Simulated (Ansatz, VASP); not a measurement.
**Nb: VASP beside Ansatz**

The input INCAR:

```
PREC     = Accurate       # precision mode
ENCUT    = 600            # plane-wave cutoff, eV
EDIFF    = 1E-6           # SCF threshold, eV
ISMEAR   = 0              # smearing method
SIGMA    = 0.1            # smearing width, eV
LREAL    = False          # projectors in reciprocal space
LASPH    = True           # aspherical terms in the spheres
NELM     = 60             # most SCF steps
ALGO     = Fast           # electronic algorithm
ISIF     = 3              # what is computed and relaxed
LWAVE    = False          # write WAVECAR
LCHARG   = False          # write CHGCAR
GGA      = PS             # functional
IBRION   = 2              # ionic algorithm
NSW      = 100            # ionic steps
EDIFFG   = -0.01          # ionic threshold
```

Contents of KPOINTS:

```
regular mesh
0
Gamma
  18 18 6
```

POSCAR

```
Nb
1.0
    2.8184813990      0.0000000000      0.0000000000
   -1.4092406995      2.4408764916      0.0000000000
    0.0000000000      0.0000000000     10.4941937683
Nb
4
Direct
    0.0000000000      0.0000000000      0.0000000000
    0.0000000000      0.0000000000      0.5000000000
    0.3333333333      0.6666666667      0.7500000000
    0.6666666667      0.3333333333      0.2500000000
```

Input for Ansatz:

```yaml
crystal:
  lattice:
    - [2.818481399, 0.0, 0.0]
    - [-1.4092406995, 2.4408764916, 0.0]
    - [0.0, 0.0, 10.4941937683]
  atoms:
    - { symbol: Nb, position: [0.0, 0.0, 0.0] }
    - { symbol: Nb, position: [0.0, 0.0, 0.5] }
    - { symbol: Nb, position: [0.3333333333, 0.6666666667, 0.75] }
    - { symbol: Nb, position: [0.6666666667, 0.3333333333, 0.25] }
basis:
  ecutwfc: 420
kpoints:
  mp_grid: { grid: [18, 18, 6] }
hamiltonian:
  xc: pbesol
scf:
  occupations: { method: gaussian, width: 0.1 }
output:
  forces: true
  stress: true
  eigenvalues: true
relax:
  adjacent_minimum: "off"
  f_tol: 0.01
  max_steps: 80
  cell: { stress_tol: 0.05 }
```

Alike in both runs: task relaxation of cell and atoms; functional PBEsol; k mesh 18 × 18 × 6; occupations gaussian, width 0.1 eV; no spin polarisation.

```csv
,VASP,Ansatz
version,VASP 6.6.1,Ansatz 0.2.0
potentials or method,"VASP PAW PBE potentials, release 64 (Nb_sv), cutoff 600 eV","scalar-relativistic, plane waves, PAW"
valence electrons in the cell,52,52
```

Ansatz gave:

```
gap on the k mesh at the Fermi level, each at its own relaxed structure (eV) : none
relaxed volume (Å³/atom)                                                     : 18.03
relaxed cell length with the largest relative difference (Å)                 : 10.415
```

Q: What did VASP give for the same quantities?

A: gap on the k mesh at the Fermi level, each at its own relaxed structure (eV): none; relaxed volume (Å³/atom): 18.00; relaxed cell length with the largest relative difference (Å): 10.406.

VASP's potentials were made for PBE, not for PBEsol. A gap of «none» marks a metal or a gap that the smearing closes.
